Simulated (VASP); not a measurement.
# CuI (F-43m) in VASP: notebook, part 2 of 2

VASP 6.6.1. The steps go on from the part before.

## (4) Relaxation of cell and atoms, PBEsol

This run uses another cell than the first one, of 27.86 Å³/atom, 1.064 times its volume.

File INCAR:

```
SYSTEM = CuI
ALGO     = Normal         ! electronic algorithm
EDIFF    = 1E-7           ! SCF threshold, eV
EDIFFG   = -0.005         ! ionic threshold
ENCUT    = 600            ! plane-wave cutoff, eV
GGA      = PS             ! functional
IBRION   = 2              ! ionic algorithm
ISIF     = 3              ! what is computed and relaxed
ISMEAR   = 0              ! smearing method
LASPH    = .True.         ! aspherical terms in the spheres
LCHARG   = .False.        ! write CHGCAR
LREAL    = .False.        ! projectors in reciprocal space
LWAVE    = .False.        ! write WAVECAR
NELM     = 100            ! most SCF steps
NSW      = 100            ! ionic steps
PREC     = Accurate       ! precision mode
SIGMA    = 0.02           ! smearing width, eV
```

File KPOINTS:

```
k-points
0
Gamma
  8 8 8
  0 0 0
```

File POSCAR:

```
CuI
1.0
    0.0000000000     -3.0315000000     -3.0315000000
   -3.0315000000     -3.0315000000      0.0000000000
   -3.0315000000      0.0000000000     -3.0315000000
Cu I
1 1
Direct
    0.0000000000      0.0000000000      0.0000000000
    0.7500000000      0.7500000000      0.7500000000
```

Potentials or basis: VASP PAW PBE potentials, release 64 (Cu, I).

Command:

```bash
> cat potpaw_PBE.64/Cu/POTCAR potpaw_PBE.64/I/POTCAR > POTCAR
> mpirun -np 1 vasp_std > vasp.out
```

OUTCAR:

```text
SYSTEM = CuI
   EDIFF = 1E-7
   EDIFFG = -0.005
   ENCUT = 600
   GGA = PS
   IBRION = 2
   ISIF = 3
   ISMEAR = 0
   LASPH = .True.
   LREAL = .False.
   NELM = 100
   NSW = 100
   PREC = Accurate

 ion  position               nearest neighbor table
   1  0.000  0.000  0.000-   2 2.63   2 2.63   2 2.63   2 2.63
   2  0.750  0.750  0.750-   1 2.63   1 2.63   1 2.63   1 2.63

  LATTYP: Found a face centered cubic cell.
 ALAT       =     6.0630000000

  Lattice vectors:

 A1 = (   0.0000000000,  -3.0315000000,  -3.0315000000)
 A2 = (  -3.0315000000,  -3.0315000000,   0.0000000000)
 A3 = (  -3.0315000000,   0.0000000000,  -3.0315000000)

Analysis of symmetry for initial positions (statically):
=====================================================================
 Subroutine PRICEL returns:
[... 269 lines left out ...]
      6       2.8102      2.00000
      7       4.9424      2.00000
      8       4.9424      2.00000
      9       4.9424      2.00000
     10       6.1315      0.00000
     11       9.7047      0.00000
     12       9.7047      0.00000
     13       9.7047      0.00000
[... 354 lines left out ...]
  band No.  band energies     occupation
      1      -8.6546      2.00000
      2      -0.7524      2.00000
      3       0.4590      2.00000
      4       1.0137      2.00000
      5       2.7354      2.00000
      6       2.8209      2.00000
      7       2.9478      2.00000
      8       3.4346      2.00000
      9       3.7785      2.00000
     10       8.5102      0.00000
     11       9.4536      0.00000
     12      11.1984      0.00000
     13      12.4031      0.00000

 [... further k-points ...]

------------------------ aborting loop because EDIFF is reached ----------------------------------------

  FORCE on cell =-STRESS in cart. coord.  units (eV):
  Direction    XX          YY          ZZ          XY          YZ          ZX
  --------------------------------------------------------------------------------------
  -------------------------------------------------------------------------------------
  Total        0.0002249      0.0002249      0.0002249      0.0000000     -0.0000000      0.0000000
  in kB        0.0068606      0.0068606      0.0068606      0.0000000     -0.0000000      0.0000000
  external PRESSURE =       0.0068606 kB  Pullay stress =       0.0000000 kB
[... 17 lines left out ...]
  FREE ENERGIE OF THE ION-ELECTRON SYSTEM (eV)
  ---------------------------------------------------
  free  energy   TOTEN  =        -6.3211136890 eV

  energy  without entropy=       -6.3211136890  energy(sigma->0) =       -6.32111369

 reached required accuracy - stopping structural energy minimisation
```

Run time: 52 s. Hardware: 1 thread of AMD EPYC 9R45 (Zen 5), shared host; peak memory 0.19 GiB.

What came out:

```
Free energy                            : -6.3211 eV
Relaxed volume                         : 26.26 Å³/atom
Relaxed cell                           : a = 4.203 Å, b = 4.203 Å, c = 4.203 Å, α = 60.00°, β = 60.00°, γ = 60.00°
Space group after relaxing (to 0.05 Å) : F-43m (No. 216)
Energy gained by relaxing              : 13.3 meV/atom
Ionic steps                            : 3
Pressure after relaxing                : 0.0 GPa
Band gap on the k mesh                 : 1.19 eV, direct
```

The path:
```tsv
step	energy change (eV)	largest force (eV/Å)	pressure (GPa)	volume (Å³)
1	0.0000	0.0000	-2.50	55.72
2	-0.0264	0.0000	0.22	52.29
3	-0.0266	0.0000	0.00	52.51
```

Final structure:
```
Cu I
1.0
     0.00000   -2.97221   -2.97221
    -2.97221   -2.97221    0.00000
    -2.97221    0.00000   -2.97221
Cu I
1 1
Direct
  0.00000 0.00000 0.00000
  0.75000 0.75000 0.75000
```

Levels at points of the mesh, in eV from the valence-band top:
| k point | band 7 | band 8 | band 9 | band 10 | band 11 | band 12 |
| --- | --- | --- | --- | --- | --- | --- |
| (0.00, 0.00, 0.00) | 0.00 | 0.00 | 0.00 | 1.19 | 4.76 | 4.76 |
| (0.50, 0.00, 0.00) | -2.05 | -0.81 | -0.81 | 2.13 | 5.31 | 5.31 |
| (0.50, 0.50, 0.00) | -2.04 | -1.73 | -1.73 | 2.48 | 2.81 | 9.50 |

Caveat: the PAW data sets were made with another functional, which shifts forces and pressure a little; spin-orbit coupling is left out, which moves the levels of the heavy elements. As with any semilocal functional, this PBEsol gap is likely too small.

## (5) Summary

| task | spin | cell | k mesh | cutoff (eV) | smearing | gap on the mesh (eV) | pressure (GPa) |
| --- | --- | --- | --- | --- | --- | --- | --- |
| single point | off | a = 4.200 Å, angles 60.0°, 2 atoms | 8 × 8 × 8 | 520 | gaussian 0.02 eV | 1.20 | 0.1 |
| single point | collinear, ferromagnetic start | a = 4.287 Å, angles 60.0°, 2 atoms | 6 × 6 × 6 | 520 | gaussian 0.1 eV | 1.03 | -2.5 |
| relaxation of cell and atoms | off | relaxed from a = 4.287 Å, angles 60.0°, 2 atoms | 8 × 8 × 8 | 600 | gaussian 0.02 eV | 1.19 | 0.0 |

Alike in all rows: level PBEsol; potentials or basis VASP PAW PBE potentials, release 64 (Cu, I).

Caveats: the PAW data sets were made with another functional, which shifts forces and pressure a little; spin-orbit coupling is left out, which moves the levels of the heavy elements.

Total energies depend on the potentials used, so only differences within one code and one set of settings carry meaning.
